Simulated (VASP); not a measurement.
## KTaO3: single point with r2SCAN

The system is KTaO3.

```xyz
5
Lattice="3.9883 0.0000 0.0000 0.0000 3.9883 0.0000 0.0000 0.0000 3.9883" Properties=species:S:1:pos:R:3 pbc="T T T"
K     1.9942    1.9942    1.9942
Ta    0.1500    0.0000    0.0000
O     1.9942    0.0000    0.0000
O     0.0000    1.9942    0.0000
O     0.0000    0.0000    1.9942
```

This cell differs from its parent crystal: all Ta atoms moved -0.150 Å, as atom 2 towards its neighbour atom 3 (O) at 1.994 Å.

| Item | Value |
| --- | --- |
| Program | VASP 6.6.1 |
| Task | single point |
| Functional | r2SCAN |
| Potentials or basis | VASP PAW PBE potentials, release 64 (K_sv, Ta_pv, O) |
| Cutoff | 520 eV |
| k mesh | 6 × 6 × 6 |
| Occupations | gaussian, width 0.05 eV |
| Spin | no spin polarisation |

The pressure is 3.3 GPa, the largest force is 1.344 eV/Å and the band gap on the k mesh is 2.60 eV (least direct gap 3.43 eV).

Forces on the atoms (eV/Å):
```
K    0.379  0.000  0.000
Ta  -1.344  0.000  0.000
O    0.828  0.000  0.000
O    0.069  0.000  0.000
O    0.069  0.000  0.000
```

Stress tensor (GPa, compression positive):
```
8.40 0.00 0.00
0.00 0.77 0.00
0.00 0.00 0.77
```

Levels at points of the mesh, in eV from the valence-band top:
```tsv
k point	band 17	band 18	band 19	band 20	band 21	band 22
(0.00, 0.00, 0.00)	-0.96	-0.83	-0.83	2.60	3.14	3.14
(0.50, 0.00, 0.00)	-1.63	-0.88	-0.88	2.76	5.65	5.65
(0.00, 0.50, 0.00)	-1.62	-1.46	-1.13	3.30	5.38	5.49
(0.50, 0.50, 0.00)	-1.51	-1.47	-0.22	5.43	5.70	6.77
(0.00, 0.50, 0.50)	-1.74	-1.74	-0.04	5.52	5.52	6.68
(0.50, 0.50, 0.50)	-0.18	-0.18	0.00	6.78	6.88	6.88
```

Wall time 2.2 min on 1 thread of AMD EPYC 9R45 96-Core Processor (Zen 5) (shared host), peak memory 0.18 GiB.

Caveat: the cell differs from its parent crystal (all Ta atoms moved -0.150 Å, as atom 2 towards its neighbour atom 3 (O) at 1.994 Å); the stress differs along the axes, from 1 to 8 GPa; the PAW data sets were made with another functional, which shifts forces and pressure a little; spin-orbit coupling is left out, which moves the levels of the heavy elements. A k mesh can miss the band edges.
